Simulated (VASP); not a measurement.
Input of a VASP 6.6.1 run:

INCAR

```
SYSTEM = HfO2
PREC = Accurate
ENCUT = 600
EDIFF = 1E-7
ISMEAR = -1
SIGMA = 0.02
LREAL = .FALSE.
LASPH = .TRUE.
NELM = 80
ALGO = Normal
ISIF = 3
LWAVE = .FALSE.
LCHARG = .FALSE.
GGA = PS
IBRION = 2
NSW = 80
EDIFFG = -0.005
```

The input KPOINTS:

```
regular mesh
0
G
  6 6 8
  0 0 0
```

The input POSCAR:

```
HfO2
1.0
    4.8805388627      0.0000000000      0.0000000000
    0.0000000000      4.8805388627      0.0000000000
    0.0000000000      0.0000000000      3.2376349866
Hf O
2 4
Direct
    0.5000000000      0.5000000000      0.5000000000
    0.0000000000      0.0000000000      0.0000000000
    0.1948084333      0.8051915667      0.5000000000
    0.8051915667      0.1948084333      0.5000000000
    0.3051915667      0.3051915667      0.0000000000
    0.6948084333      0.6948084333      0.0000000000
```

Potentials or basis: VASP PAW PBE potentials, release 64 (Hf_pv, O).

Run with:

```console
$ cat potpaw_PBE.64/Hf_pv/POTCAR potpaw_PBE.64/O/POTCAR > POTCAR
$ mpirun -np 1 vasp_std > vasp.out
```

Q: Estimate the relaxed volume.

A: 12.32 Å³/atom.

Q: What does it give for the relaxed cell?

A: a = 4.809 Å, b = 4.809 Å, c = 3.197 Å, α = 90.00°, β = 90.00°, γ = 90.00°.

Forces on the atoms (eV/Å):
```
Hf   0.000  0.000  0.000
Hf   0.000  0.000  0.000
O   -0.002  0.002  0.000
O    0.002 -0.002  0.000
O    0.002  0.002  0.000
O   -0.002 -0.002  0.000
```

Caveat: the PAW data sets were made with another functional, which shifts forces and pressure a little.
